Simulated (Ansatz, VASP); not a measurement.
**Mg2B3: VASP beside Ansatz**

The input INCAR:

```
PREC = Accurate
ENCUT = 520
EDIFF = 1E-7
ISMEAR = 0
SIGMA = 0.1
LREAL = False
LASPH = True
NELM = 100
ALGO = Normal
ISIF = 2
LWAVE = False
LCHARG = True
GGA = PE
LELF = True
LVHAR = True
NBANDS = 14
```

File KPOINTS:

```
regular mesh
0
Gamma
  6 6 4
```

POSCAR

```
Mg2B3
1.0
    3.9130684300      0.0000000000      0.0000000000
   -1.9565342200      3.3888166700      0.0000000000
    0.0000000000      0.0000000000      5.3116199300
Mg B
2 3
Direct
    0.3333333300      0.6666666700      0.5000000000
    0.6666666700      0.3333333300      0.5000000000
    0.0000000000      0.0000000000      0.7048169300
    0.0000000000      0.0000000000      0.2951830700
    0.0000000000      0.0000000000      0.0000000000
```

Input for Ansatz:

```yaml
crystal:
  lattice:
    - [3.91306843, 0.0, 0.0]
    - [-1.95653422, 3.38881667, 0.0]
    - [0.0, 0.0, 5.31161993]
  atoms:
    - { symbol: Mg, position: [0.33333333, 0.66666667, 0.5] }
    - { symbol: Mg, position: [0.66666667, 0.33333333, 0.5] }
    - { symbol: B, position: [0.0, 0.0, 0.70481693] }
    - { symbol: B, position: [0.0, 0.0, 0.29518307] }
    - { symbol: B, position: [0.0, 0.0, 0.0] }
basis:
  ecutwfc: 420
kpoints:
  mp_grid: { grid: [6, 6, 4] }
hamiltonian:
  xc: pbe
scf:
  occupations: { method: gaussian, width: 0.1 }
  lower_state_search: "off"
output:
  forces: true
  stress: true
  eigenvalues: true
```

Alike in both runs: task single point; functional PBE; k mesh 6 × 6 × 4; occupations gaussian, width 0.1 eV; no spin polarisation.

|  | VASP | Ansatz |
| --- | --- | --- |
| version | VASP 6.6.1 | Ansatz 0.2.0 |
| potentials or method | VASP PAW PBE potentials, release 64 (Mg, B), cutoff 520 eV | scalar-relativistic, plane waves, PAW |
| valence electrons in the cell | 13 | 29 |

Ansatz gave:

| Property | Result |
| --- | --- |
| gap on the k mesh at the Fermi level (eV) | none |
| pressure (GPa) | 6.2 |
| traceless stress, the component that is largest in VASP (GPa) | -31.57 |
| rms of the force components (eV/Å) | 1.086 |

**Question.** What did VASP give for the same quantities?

**Answer.** gap on the k mesh at the Fermi level (eV): none; pressure (GPa): 6.2; traceless stress, the component that is largest in VASP (GPa): -31.62; rms of the force components (eV/Å): 1.090.

Atom by atom the forces differ by 0.003 eV/Å (rms over components). A gap of «none» marks a metal or a gap that the smearing closes. The functional is the same, so the differences come from potentials, cutoffs and numerics. VASP's potentials hold 13 valence electrons a cell and Ansatz's 29, so a difference there can come from the potentials and not from the codes.
